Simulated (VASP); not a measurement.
# Cr (I4_1/amd) in VASP: a series of runs

Cr is run at these levels: PBE; tasks: single point, relaxation of shape and atoms at fixed volume.

Program: VASP 6.6.1. These are calculated values, not measurements. Logs are shortened: lines on timing, memory, paths and dates and some standing lists are left out, and cuts for length are marked.

### Step 1. The cell of the first run

It takes space group I4_1/amd (No. 141, tetragonal). The conventional cell has a = 4.186 Å, b = 4.186 Å, c = 2.257 Å, α = 90.00°, β = 90.00°, γ = 90.00°. Within 2.9 Å of Cr (site symmetry -4m2) lie 10 Cr at 2.17 to 2.69 Å.

### Step 2. Single point, PBE, collinear spin, ferromagnetic start

The input, INCAR:

```
ALGO = Normal
EDIFF = 1E-7
ENCUT = 520
GGA = PE
ISIF = 2
ISMEAR = -1
ISPIN = 2
LASPH = T
LCHARG = F
LMAXMIX = 4
LORBIT = 11
LREAL = F
LWAVE = F
MAGMOM = 2 2
NBANDS = 23
NELM = 150
PREC = Accurate
SIGMA = 0.1
```

The input, KPOINTS:

```
k-points
0
Gamma
  17 17 17
```

The input, POSCAR:

```
Cr
1.0
   -2.0930786206      2.0930786206      1.1284174965
    2.0930786206     -2.0930786206      1.1284174965
    2.0930786206      2.0930786206     -1.1284174965
Cr
2
Direct
   -0.3750000000     -0.1250000000     -0.2500000000
    0.3750000000      0.1250000000      0.2500000000
```

Potentials or basis: VASP PAW PBE potentials, release 64 (Cr_pv).

Run with:

```sh
$ cat potpaw_PBE.64/Cr_pv/POTCAR > POTCAR
$ mpirun -np 1 vasp_std > vasp.out
```

OUTCAR:

```text
EDIFF = 1E-7
   ENCUT = 520
   GGA = PE
   ISIF = 2
   ISMEAR = -1
   ISPIN = 2
   LASPH = T
   LORBIT = 11
   LREAL = F
   NELM = 150
   PREC = Accurate

 ion  position               nearest neighbor table
   1  0.625  0.875  0.750-   2 2.17   2 2.17   2 2.17   2 2.17   2 2.69   2 2.69   2 2.69   2 2.69

   2  0.375  0.125  0.250-   1 2.17   1 2.17   1 2.17   1 2.17   1 2.69   1 2.69   1 2.69   1 2.69

  LATTYP: Found a body centered tetragonal cell.
 ALAT       =     4.1861572412
 C/A-ratio  =     0.5391185431

  Lattice vectors:

 A1 = (  -2.0930786206,   2.0930786206,   1.1284174965)
 A2 = (   2.0930786206,  -2.0930786206,   1.1284174965)
 A3 = (   2.0930786206,   2.0930786206,  -1.1284174965)

Analysis of symmetry for initial positions (statically):
=====================================================================
 Subroutine PRICEL returns:
 Original cell was already a primitive cell.

 Routine SETGRP: Setting up the symmetry group for a
 body centered tetragonal supercell.

 Subroutine GETGRP returns: Found 16 space group operations
 (whereof  4 operations were pure point group operations)
 out of a pool of 16 trial point group operations.

The static configuration has the point symmetry C_2h.
 The point group associated with its full space group is D_4h.

Analysis of symmetry for dynamics (positions and initial velocities):
=====================================================================
 Subroutine PRICEL returns:
 Original cell was already a primitive cell.

 Routine SETGRP: Setting up the symmetry group for a
 body centered tetragonal supercell.

 Subroutine GETGRP returns: Found 16 space group operations
 (whereof  4 operations were pure point group operations)
 out of a pool of 16 trial point group operations.

The dynamic configuration has the point symmetry C_2h.
 The point group associated with its full space group is D_4h.

Analysis of structural, dynamic, and magnetic symmetry:
=====================================================================
 Subroutine PRICEL returns:
 Original cell was already a primitive cell.

 Routine SETGRP: Setting up the symmetry group for a
 body centered tetragonal supercell.

 Subroutine GETGRP returns: Found 16 space group operations
 (whereof  4 operations were pure point group operations)
 out of a pool of 16 trial point group operations.

The overall configuration has the point symmetry C_2h.
 The point group associated with its full space group is D_4h.

 Subroutine INISYM returns: Found 16 space group operations
 (whereof  4 operations are pure point group operations),
 and found     1 'primitive' translations

----------------------------------------------------------------------------------------

                                     Primitive cell

  volume of cell :      19.7743

  direct lattice vectors                    reciprocal lattice vectors
    -2.093078621  2.093078621  1.128417497     0.000000000  0.238882570  0.443098411
     2.093078621 -2.093078621  1.128417497     0.238882570  0.000000000  0.443098411
     2.093078621  2.093078621 -1.128417497     0.238882570  0.238882570  0.000000000

  length of vectors
     3.167851365  3.167851365  3.167851365     0.503389595  0.503389595  0.337830970

  position of ions in fractional coordinates (direct lattice)
     0.625000000  0.875000000  0.750000000
     0.375000000  0.125000000  0.250000000

  ion indices of the primitive-cell ions
   primitive index   ion index
                 1           1
                 2           2

----------------------------------------------------------------------------------------

 KPOINTS: k-points

Automatic generation of k-mesh.
 Grid dimensions read from file:
 generate k-points for:   17   17   17

 Generating k-lattice:

  Cartesian coordinates                     Fractional coordinates (reciprocal lattice)
     0.000000000  0.014051916  0.026064612     0.058823529  0.000000000  0.000000000
     0.014051916  0.000000000  0.026064612     0.000000000  0.058823529  0.000000000
     0.014051916  0.014051916  0.000000000     0.000000000  0.000000000  0.058823529

  Length of vectors
     0.029611153  0.029611153  0.019872410

  Shift w.r.t. Gamma in fractional coordinates (k-lattice)
     0.000000000  0.000000000  0.000000000

 Subroutine IBZKPT returns following result:
 ===========================================

 Found    405 irreducible k-points:

 Following reciprocal coordinates:
            Coordinates               Weight
  0.000000  0.000000  0.000000      1.000000
  0.058824  0.000000 -0.000000      8.000000
  0.117647  0.000000 -0.000000      8.000000
  0.176471 -0.000000  0.000000      8.000000
  0.235294  0.000000 -0.000000      8.000000
  0.294118  0.000000 -0.000000      8.000000
[... 16 lines left out ...]
 -0.176471  0.058824 -0.000000     16.000000
 -0.117647  0.058824  0.000000     16.000000
 [... further k-points ...]
   k-points           NKPTS =    405   k-points in BZ     NKDIM =    405   number of bands    NBANDS=     23
   number of dos      NEDOS =    301   number of ions     NIONS =      2
   total plane-waves  NPLWV =  13824
   dimension x,y,z NGX =    24 NGY =   24 NGZ =   24
   dimension x,y,z NGXF=    48 NGYF=   48 NGZF=   48
   ions per type =               2
   NGX,Y,Z   is equivalent  to a cutoff of  12.59, 12.59, 12.59 a.u.
   NGXF,Y,Z  is equivalent  to a cutoff of  25.19, 25.19, 25.19 a.u.
 SYSTEM =  unknown system
   PREC   = accura    normal or accurate (medium, high low for compatibility)
   ISTART =      0    job   : 0-new  1-cont  2-samecut
   ICHARG =      2    charge: 1-file 2-atom 10-const
   ISPIN  =      2    spin polarized calculation?
   LNONCOLLINEAR =      F non collinear calculations
   LSORBIT =      F    spin-orbit coupling
   LASPH  =      T    aspherical Exc in radial PAW
   ENCUT  =  520.0 eV  38.22 Ry    6.18 a.u.   5.89  5.89  5.89*2*pi/ulx,y,z
   NELM   =    150;   NELMIN=  2; NELMDL= -5     # of ELM steps
   EDIFF  = 0.1E-06   stopping-criterion for ELM
   LREAL  =      F    real-space projection
   EDIFFG = 0.1E-05   stopping-criterion for IOM
   NSW    =      0    number of steps for IOM
   IBRION =     -1    ionic relax: 0-MD 1-quasi-New 2-CG
   NFREE  =      0    steps in history (QN), initial steepest desc. (CG)
   ISIF   =      2    stress and relaxation
   ISYM   =      2    0-nonsym 1-usesym 2-fastsym
   POTIM  = 0.5000    time-step for ionic-motion
   TEBEG  =    0.0;   TEEND  =   0.0 temperature during run
   PSTRESS=    0.0 pullay stress
   NELECT =      24.0000    total number of electrons
   NUPDOWN=      -1.0000    fix difference up-down
   EMIN   =  10.00;   EMAX   =-10.00  energy-range for DOS
   EFERMI =   0.00;   METHOD = LEGACY
   ISMEAR =    -1;   SIGMA  =   0.10  broadening in eV -4-tet -1-fermi 0-gaus
   EFERMI_NEDOS =   21; number of points for ismear=-14 and -15
   IALGO  =     38    algorithm
   IMIX   =      4    mixing-type and parameters
     AMIX     =   0.40;   BMIX     =  1.00
     AMIX_MAG =   1.60;   BMIX_MAG =  1.00
  volume/ion in A,a.u.               =       9.89        66.72
  Fermi-wavevector in a.u.,A,eV,Ry     =   1.746271  3.299973 41.490450  3.049462
  Thomas-Fermi vector in A             =   2.817797
   LORBIT       =     11    0 simple, 1 ext, 2 COOP (PROOUT), +10 PAW based schemes
   GGA     = PE    functional components
   LHFCALC =     F    Hartree Fock is set to
   AEXX    =    0.0000 exact exchange contribution
   IVDW    =     0    specifies the selected vdW correction
   LEPSILON=     F    determine dielectric tensor
   LRPA    =     F    only Hartree local field effects (RPA)
 spin polarized calculation
  energy-cutoff  :      520.00
  volume of cell :       19.77
 maximum number of plane-waves:       544
   NGX = 11   NGY = 11   NGZ = 11

 number of electron      24.0000021 magnetization       0.0000127

 number of electron      24.0000021 magnetization      -0.0000098

 Free energy of the ion-electron system (eV)
  ---------------------------------------------------
  ext. energy  EPLUGINS =         0.00000000
  ---------------------------------------------------
  free energy    TOTEN  =       -16.69843294 eV

  energy without entropy =      -16.63169831  energy(sigma->0) =      -16.66506563

 E-fermi :  13.5201     XC(G=0): -14.4980

 val. band max:       13.5197991515   @ k =  -0.2353  -0.4118   0.1765
 cond. band min:      13.5214664766   @ k =  -0.2353   0.4706   0.1176
 fundamental gap:      0.0016673251
 Fermi energy:        13.5201052501

 spin component 1

 k-point     1 :       0.0000    0.0000    0.0000
  band No.  band energies     occupation
      1     -30.3072      1.00000
      2     -30.3072      1.00000
      3     -28.8010      1.00000
      4     -28.7836      1.00000
      5     -28.7101      1.00000
      6     -28.7101      1.00000
[... 15 lines left out ...]
     22      29.8789      0.00000
     23      35.0373      0.00000
[... 575 lines left out ...]
      1     -30.2975      1.00000
      2     -30.2482      1.00000
      3     -28.8967      1.00000
      4     -28.8353      1.00000
      5     -28.7428      1.00000
      6     -28.6992      1.00000
[... 15 lines left out ...]
     22      30.2236      0.00000
     23      35.2199      0.00000

 [... further k-points ...]

 spin component 2

 k-point     1 :       0.0000    0.0000    0.0000
  band No.  band energies     occupation
      1     -30.3072      1.00000
      2     -30.3072      1.00000
      3     -28.8010      1.00000
      4     -28.7836      1.00000
      5     -28.7101      1.00000
      6     -28.7101      1.00000
[... 15 lines left out ...]
     22      29.8789      0.00000
     23      35.0373      0.00000
[... 575 lines left out ...]
      1     -30.2975      1.00000
      2     -30.2482      1.00000
      3     -28.8967      1.00000
      4     -28.8353      1.00000
      5     -28.7428      1.00000
      6     -28.6992      1.00000
[... 15 lines left out ...]
     22      30.2236      0.00000
     23      35.2199      0.00000

 [... further k-points ...]
[... 5 lines left out ...]
  --------------------------------------------------------------------------------------
  -------------------------------------------------------------------------------------
  Total        8.9777917      8.9777917      8.9258465     -0.0000000     -0.0000000      0.0000000
  in kB      727.4099217    727.4099217    723.2011538     -0.0000000     -0.0000000      0.0000000
  external PRESSURE =     726.0069991 kB  Pullay stress =       0.0000000 kB

 VOLUME and BASIS-vectors are now :
 -----------------------------------------------------------------------------
  energy-cutoff  :      520.00
  volume of cell :       19.77
      direct lattice vectors                 reciprocal lattice vectors
    -2.093078621  2.093078621  1.128417497     0.000000000  0.238882570  0.443098411
     2.093078621 -2.093078621  1.128417497     0.238882570  0.000000000  0.443098411
     2.093078621  2.093078621 -1.128417497     0.238882570  0.238882570  0.000000000

 POSITION                                       TOTAL-FORCE (eV/Angst)
 -----------------------------------------------------------------------------------
      2.09308      1.04654      0.84631         0.000000      0.000000     -0.000000
      0.00000      1.04654      0.28210        -0.000000     -0.000000      0.000000
 -----------------------------------------------------------------------------------
    total drift:                               -0.000000      0.000000      0.000000

  FREE ENERGIE OF THE ION-ELECTRON SYSTEM (eV)
  ---------------------------------------------------
  free  energy   TOTEN  =       -16.6984329418 eV

  energy  without entropy=      -16.6316983104  energy(sigma->0) =      -16.66506563

 total charge

# of ion       s       p       d       tot
------------------------------------------
    1        0.498   6.446   4.663  11.607
    2        0.498   6.446   4.663  11.607
--------------------------------------------------
tot          0.997  12.892   9.326  23.215

 magnetization (x)

# of ion       s       p       d       tot
------------------------------------------
    1        0.000   0.000  -0.000   0.000
    2        0.000   0.000  -0.000   0.000
--------------------------------------------------
tot          0.000   0.000  -0.000   0.000
```

Wall time 2.9 min (1 thread of AMD EPYC 9R45 (Zen 5), shared host); peak memory 0.32 GiB.

What came out:

```yaml
Free_energy: -16.6984 eV
Pressure: 72.6 GPa
Band_gap_on_the_k_mesh: zero (filled and empty bands overlap)
Net_moment: 0.00 μB per cell
Valence_electrons_inside_the_program's_atomic_spheres: Cr 11.61
```

Caveat: the cell stands under pressure; an empty level that is flat over the whole mesh can mark a ghost state of the potentials, or a narrow d or f band.

### Step 3. Single point, PBE, collinear spin, ferromagnetic start (9.89 Å³/atom)

The input, INCAR:

```
SYSTEM = Cr
PREC = Accurate ; ENCUT = 520
EDIFF = 1E-6 ; ISMEAR = -1
SIGMA = 0.1 ; LREAL = .False.
LASPH = .True. ; NELM = 150
ALGO = Normal ; ISIF = 2
LWAVE = .False. ; LCHARG = .False.
ISPIN = 2 ; MAGMOM = 2 2
LORBIT = 11 ; LMAXMIX = 4
GGA = PE ; NBANDS = 23
```

The input, KPOINTS:

```
regular mesh
0
Gamma
  17 17 17
  0 0 0
```

POSCAR is that of step 2.

Potentials or basis: VASP PAW PBE potentials, release 64 (Cr_pv).

Run with:

```sh
$ cat potpaw_PBE.64/Cr_pv/POTCAR > POTCAR
$ mpirun -np 1 vasp_std > vasp.out
```

Run time: 2.9 min. Hardware: 1 thread of AMD EPYC 9R45 (Zen 5), shared host; peak memory 0.32 GiB.

Results (log left out):

```yaml
Free_energy: -16.6984 eV
Pressure: 72.6 GPa
Band_gap_on_the_k_mesh: zero (filled and empty bands overlap)
Net_moment: 0.00 μB per cell
Valence_electrons_inside_the_program's_atomic_spheres: Cr 11.61
```

Stress tensor (GPa, compression positive):
```
72.74  0.00  0.00
 0.00 72.74  0.00
 0.00  0.00 72.32
```

Levels at points of the mesh, in eV from the Fermi level:
Spin up:
```csv
k point,band 10,band 11,band 12,band 13,band 14,band 15
"(0.00, 0.00, 0.00)",-3.09,-2.44,1.34,1.34,1.39,1.39
```
Spin down:
```csv
k point,band 10,band 11,band 12,band 13,band 14,band 15
"(0.00, 0.00, 0.00)",-3.09,-2.44,1.34,1.34,1.39,1.39
```

Caveat: the cell stands under pressure; an empty level that is flat over the whole mesh can mark a ghost state of the potentials, or a narrow d or f band.

### Step 4. Relaxation of shape and atoms at fixed volume, PBE, collinear spin, ferromagnetic start

This run uses another cell than the first one, of 8.65 Å³/atom.

The input, INCAR:

```
SYSTEM = Cr
PREC = Accurate ; ENCUT = 600
EDIFF = 1E-6 ; ISMEAR = -1
SIGMA = 0.1 ; LREAL = .False.
LASPH = .True. ; NELM = 150
ALGO = Normal ; ISIF = 4
LWAVE = .False. ; LCHARG = .False.
ISPIN = 2 ; MAGMOM = 2 2
LORBIT = 11 ; LMAXMIX = 4
GGA = PE ; IBRION = 2
NSW = 50 ; EDIFFG = -0.005
```

The input, KPOINTS:

```
Automatic mesh
0
Gamma
  17 17 17
  0 0 0
```

The input, POSCAR:

```
Cr
1.0
   -1.9973230738      1.9973230738      1.0843071198
    1.9973230738     -1.9973230738      1.0843071198
    1.9973230738      1.9973230738     -1.0843071198
Cr
2
Direct
   -0.3750000000     -0.1250000000     -0.2500000000
    0.3750000000      0.1250000000      0.2500000000
```

Run with:

```sh
$ cat potpaw_PBE.64/Cr_pv/POTCAR > POTCAR
$ mpirun -np 1 vasp_std > vasp.out
```

Wall time 10 min (1 thread of Oxide Virtual Turin-like, shared host); peak memory 0.3 GiB.

Results (log left out):

```yaml
Free_energy: -15.0171 eV
Energy_gained_by_relaxing: 1.8 meV/atom
Ionic_steps: 3
Pressure_after_relaxing: 152.8 GPa
Band_gap_on_the_k_mesh: zero (filled and empty bands overlap)
Net_moment: 0.00 μB per cell
```

Step by step:
```tsv
step	energy change (eV)	largest force (eV/Å)	pressure (GPa)	volume (Å³)
1	0.0000	0.0000	153.19	17.30
2	-0.0031	0.0000	152.79	17.30
3	-0.0036	0.0000	152.83	17.30
```

Final structure:
```
CELL_PARAMETERS angstrom
-2.00652 2.00652 1.07439
2.00652 -2.00652 1.07439
2.00652 2.00652 -1.07439
ATOMIC_POSITIONS crystal
Cr 0.62500 0.87500 0.75000
Cr 0.37500 0.12500 0.25000
```

Levels at points of the mesh, in eV from the Fermi level:
Spin up:
| k point | band 9 | band 10 | band 11 | band 12 | band 13 | band 14 | band 15 | band 16 |
| --- | --- | --- | --- | --- | --- | --- | --- | --- |
| (0.00, 0.00, 0.00) | -4.45 | -3.67 | -3.03 | 1.54 | 1.54 | 1.61 | 1.61 | 3.92 |
Spin down:
| k point | band 10 | band 11 | band 12 | band 13 | band 14 | band 15 |
| --- | --- | --- | --- | --- | --- | --- |
| (0.00, 0.00, 0.00) | -3.67 | -3.03 | 1.54 | 1.54 | 1.61 | 1.61 |
